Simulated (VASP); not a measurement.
The system is FeO.

```
Fe O
1.0
     0.00000    2.12627    2.12627
     2.12627    0.00000    2.12627
     2.12627    2.12627    0.00000
Fe O
1 1
Direct
  0.00000 0.00000 0.00000
  0.50000 0.50000 0.50000
```

Base run:

| Property | Result |
| --- | --- |
| Program | VASP 6.6.1 |
| Functional | PBEsol |
| Dispersion | D4 |
| Potentials or basis | VASP PAW PBE potentials, release 64 (Fe, O) |
| Cutoff | 520 eV |
| k mesh | 11 × 11 × 11 |
| Occupations | fermi-dirac, width 0.05 eV |
| Spin | collinear spin, ferromagnetic start |
| Starting moments | [3.0, 0.0] μB |

Its results: band gap on the k mesh zero (filled and empty bands overlap); pressure -2.5 GPa; net moment 4.00 μB per cell; site moments Fe +3.60; O +0.31 μB.

Task: The run is repeated on the same cell with these changes: functional from PBEsol to PBE. What comes out?

Result: Band gap on the k mesh zero (filled and empty bands overlap); pressure 4.9 GPa; net moment 4.00 μB per cell; site moments Fe +3.61; O +0.31 μB.

PBE binds less tightly than PBEsol, so the same cell stands under more pressure.

Caveats: a cell with one magnetic atom can't hold antiferromagnetic order, which such compounds often take; semilocal functionals often make such compounds metallic where correlation or magnetic order opens a gap, which also shifts bond lengths; the PAW data sets were made with another functional, which shifts forces and pressure a little (at least some runs); the cell stands under pressure (at least some runs).
